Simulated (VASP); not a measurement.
Write the native input for VASP 6.6.1 that does the following.

```
Task                   : single point
Functional             : PBE
Potentials or basis    : VASP PAW PBE potentials, release 64 (Si, F)
Cutoff                 : 520 eV
k mesh                 : 12 × 12 × 12
Occupations            : fermi-dirac, width 0.05 eV
Spin                   : no spin polarisation
Dipole correction      : no
Further INCAR settings : ALGO = Normal; EDIFF = 1e-07; NBANDS = 12
```

The structure of SiF lies in POSCAR:

```
SiF
1.0
    1.3474651590      0.7779582949      3.9241273749
   -1.3474651590      0.7779582949      3.9241273749
    0.0000000000     -1.5559165897      3.9241273749
Si F
1 1
Direct
    0.5000000000      0.5000000000      0.5000000000
    0.0000000000      0.0000000000      0.0000000000
```

The input as run:

INCAR

```
PREC = Accurate
ENCUT = 520
EDIFF = 1E-7
ISMEAR = -1
SIGMA = 0.05
LREAL = False
LASPH = True
NELM = 80
ALGO = Normal
ISIF = 2
LWAVE = False
LCHARG = False
GGA = PE
NBANDS = 12
```

KPOINTS

```
regular mesh
0
Gamma
  12 12 12
```

Potentials or basis: VASP PAW PBE potentials, release 64 (Si, F).

Run with:

```sh
$ cat potpaw_PBE.64/Si/POTCAR potpaw_PBE.64/F/POTCAR > POTCAR
$ mpirun -np 1 vasp_std > vasp.out
```

Results of the run:

| Quantity | Value |
| --- | --- |
| Pressure | -1.6 GPa |
| Band gap on the k mesh | zero (an odd number of electrons rules out a gap without spin polarisation) |

Caveat: an odd number of electrons without spin polarisation forces a metal; a magnetic or distorted state may lie lower.

It took 81 s on 1 thread of Intel Xeon 8259CL, on a shared host, peak memory 0.2 GiB.
